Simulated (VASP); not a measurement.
**C: single point with LDA**

The system is C, a slab with vacuum.

```
C
1.0
     2.50434    0.00000    0.00000
    -1.25217    2.16882    0.00000
     0.00000    0.00000    8.69098
C
2
Direct
  0.66667 0.33333 0.00000
  0.33333 0.66667 0.00000
```

This cell differs from its parent crystal: volume scaled by 1.06.

```yaml
Program: VASP 6.6.1
Task: single point
Functional: LDA
Potentials_or_basis: VASP PAW LDA potentials, release 64 (C)
Cutoff: 520 eV
k_mesh: 12 × 12 × 3
Occupations: fermi-dirac, width 0.05 eV
Spin: no spin polarisation
Dipole_correction: no
Further_INCAR_settings: ALGO = Normal; EDIFF = 1e-06; NBANDS = 11
```

The band gap on the k mesh is zero (filled and empty bands touch).

Levels at points of the mesh, in eV from the Fermi level:
| k point | band 2 | band 3 | band 4 | band 5 | band 6 | band 7 |
| --- | --- | --- | --- | --- | --- | --- |
| (0.00, 0.00, 0.00) | -7.33 | -3.05 | -3.05 | 3.32 | 5.56 | 7.12 |
| (0.50, 0.00, 0.00) | -12.86 | -6.28 | -2.26 | 1.61 | 6.99 | 10.93 |

It used 24 s of CPU time on 1 thread of AMD EPYC 7R13 Processor (Zen 3), with other jobs on the host.
